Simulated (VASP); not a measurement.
A run of VASP 6.6.1:

The input INCAR:

```
SYSTEM = C
ALGO     = Normal         ! electronic algorithm
EDIFF    = 1E-8           ! SCF threshold, eV
ENCUT    = 600            ! plane-wave cutoff, eV
GGA      = CA             ! functional
GGA_COMPAT= .False.      
IBRION   = 6              ! ionic algorithm
ISIF     = 3              ! what is computed and relaxed
ISMEAR   = 0              ! smearing method
LASPH    = .True.         ! aspherical terms in the spheres
LCHARG   = .True.         ! write CHGCAR
LREAL    = .False.        ! projectors in reciprocal space
LWAVE    = .False.        ! write WAVECAR
NBANDS   = 11             ! bands
NELM     = 120            ! most SCF steps
NFREE    = 2            
NSW      = 1              ! ionic steps
POTIM    = 0.015          ! step
PREC     = Accurate       ! precision mode
SIGMA    = 0.01           ! smearing width, eV
```

KPOINTS

```
k-points
0
Gamma
  12 12 12
  0 0 0
```

The input POSCAR:

```
C
1.0
    0.0000000000      1.7658688059      1.7658688059
    1.7658688059      0.0000000000      1.7658688059
    1.7658688059      1.7658688059      0.0000000000
C
2
Direct
    0.0000000000      0.0000000000      0.0000000000
    0.2500000000      0.2500000000      0.2500000000
```

Potentials or basis: VASP PAW LDA potentials, release 64 (C).

Command:

```sh
$ cat potpaw_LDA.64/C/POTCAR > POTCAR
$ mpirun -np 1 vasp_std > vasp.out
```

Hardware: 1 thread of Intel Xeon 8259CL, with other jobs on the host.

How long does it take, and how much memory?

It took 4.4 min on 1 thread of Intel Xeon 8259CL, with other jobs on the host, peak memory 0.21 GiB. Counts: scf iterations 120, k points 72.
